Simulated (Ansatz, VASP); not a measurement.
Nb: VASP beside Ansatz

```
CELL_PARAMETERS angstrom
2.68760 0.00000 0.00000
0.00000 2.68760 0.00000
0.00000 0.00000 2.68760
ATOMIC_POSITIONS crystal
Nb 0.00000 0.00000 0.00000
```

Alike in both runs: task relaxation of cell and atoms; functional PBEsol; k mesh 12 × 12 × 12; occupations fermi-dirac, width 0.1 eV; no spin polarisation.

|  | VASP | Ansatz |
| --- | --- | --- |
| version | VASP 6.6.1 | Ansatz 0.2.0 |
| potentials or method | VASP PAW PBE potentials, release 64 (Nb_sv), cutoff 600 eV | plane waves (420 eV) with PAW, scalar-relativistic |
| valence electrons in the cell | 13 | 13 |

```csv
,VASP,Ansatz,Ansatz less VASP
relaxed volume (Å³/atom),19.36,19.38,+0.019
relaxed cell length with the largest relative difference (Å),2.685,2.686,+0.0009
```

VASP's potentials were made for PBE, not for PBEsol, and Ansatz warns of the same on its side.
